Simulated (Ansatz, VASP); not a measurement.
# One calculation of Si, two programs

```
Si
1.0
     0.00000    2.74238    2.45882
     2.74238    0.00000    2.45882
     2.74238    2.74238    0.00000
Si
2
Direct
  0.50000 0.50000 0.50000
  0.75000 0.75000 0.75000
```

Alike in both runs: task single point; functional PBE; k mesh 10 × 10 × 10; occupations gaussian, width 0.05 eV; no spin polarisation.

|  | VASP | Ansatz |
| --- | --- | --- |
| version | VASP 6.6.1 | Ansatz 0.2.0 |
| potentials or method | VASP PAW PBE potentials, release 64 (Si), cutoff 520 eV | scalar-relativistic, plane waves, PAW |
| valence electrons in the cell | 8 | 8 |

```tsv
	VASP	Ansatz	Ansatz less VASP
gap on the k mesh at the Fermi level (eV)	none	none	-
pressure (GPa)	10.3	10.4	+0.09
traceless stress, the component that is largest in VASP (GPa)	4.85	4.82	-0.028
```

A gap of «none» marks a metal or a gap that the smearing closes. The functional is the same, so the differences come from potentials, cutoffs and numerics.
